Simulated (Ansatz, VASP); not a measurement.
# Two plane-wave programs on Au

```xyz
1
Lattice="0.0000 2.0419 2.0419 2.0419 0.0000 2.0419 2.0419 2.0419 0.0000" Properties=species:S:1:pos:R:3 pbc="T T T"
Au    0.0000    0.0000    0.0000
```

Alike in both runs: functional PBEsol; k mesh 18 × 18 × 18; occupations gaussian, width 0.1 eV; no spin polarisation.

Ansatz relaxed the structure, and its values are those at the end. VASP's run is a single point on that final structure, the one shown.

|  | VASP | Ansatz |
| --- | --- | --- |
| version | VASP 6.6.1 | Ansatz 0.2.0 |
| potentials or method | VASP PAW PBE potentials, release 64 (Au), cutoff 520 eV | scalar-relativistic, plane waves, PAW |
| valence electrons in the cell | 11 | 19 |

VASP gave:

| Quantity | Value |
| --- | --- |
| gap on the k mesh at the Fermi level (eV) | none |
| pressure (GPa) | -0.2 |

Estimate Ansatz's values.

gap on the k mesh at the Fermi level (eV): none; pressure (GPa): 0.0.

VASP's potentials were made for PBE, not for PBEsol. A gap of «none» marks a metal or a gap that the smearing closes. The functional is the same, so the differences come from potentials, cutoffs and numerics. VASP's potentials hold 11 valence electrons a cell and Ansatz's 19, so a difference there can come from the potentials and not from the codes.

Spin-orbit coupling is off throughout.
